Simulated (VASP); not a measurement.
Set up this calculation in VASP 6.6.1, as the native input.

```
Task                   : single point
Functional             : PBE
Potentials or basis    : VASP PAW PBE potentials, release 64 (Mn_pv, S)
Cutoff                 : 520 eV
k mesh                 : 14 × 14 × 14
Occupations            : gaussian, width 0.1 eV
Spin                   : collinear spin, ferromagnetic start
Starting moments       : [4.57, 0.13] μB
Dipole correction      : no
Further INCAR settings : ALGO = Normal; EDIFF = 1e-06; NBANDS = 20
```

The structure of MnS lies in POSCAR:

```
MnS
1.0
    0.0000000000      2.8222405348      2.8222405348
    2.8222405348      0.0000000000      2.8222405348
    2.8222405348      2.8222405348      0.0000000000
Mn S
1 1
Direct
    0.0000000000      0.0000000000      0.0000000000
    0.7500000000      0.7500000000      0.7500000000
```

These files were run (other wordings do the same):

INCAR

```
ALGO = Normal ; EDIFF = 1E-6
ENCUT = 520 ; GGA = PE
ISIF = 2 ; ISMEAR = 0
ISPIN = 2 ; LASPH = T
LCHARG = T ; LELF = T
LMAXMIX = 4 ; LORBIT = 11
LREAL = F ; LVHAR = T
LWAVE = F ; MAGMOM = 4.57 0.13
NBANDS = 20 ; NELM = 150
PREC = Accurate ; SIGMA = 0.1
```

KPOINTS

```
k-points
0
Gamma
  14 14 14
```

Potentials or basis: VASP PAW PBE potentials, release 64 (Mn_pv, S).

Run with:

```console
$ cat potpaw_PBE.64/Mn_pv/POTCAR potpaw_PBE.64/S/POTCAR > POTCAR
$ mpirun -np 1 vasp_std > vasp.out
```

It gave:

The pressure is 0.0 GPa. The band gap on the k mesh is zero (filled and empty bands overlap) and the net moment is 4.97 μB per cell. The site moments are Mn +4.36; S +0.09 μB. The valence electrons inside the program's atomic spheres are Mn 11.35; S 3.76.

Caveat: a cell with one magnetic atom can't hold antiferromagnetic order, which such compounds often take; semilocal functionals often make such compounds metallic where correlation or magnetic order opens a gap, which also shifts bond lengths.

Wall time 3 min on 1 thread of Intel(R) Xeon(R) Platinum 8259CL CPU @ 2.50GHz (Skylake/Cascade Lake), on a shared host, peak memory 0.28 GiB.
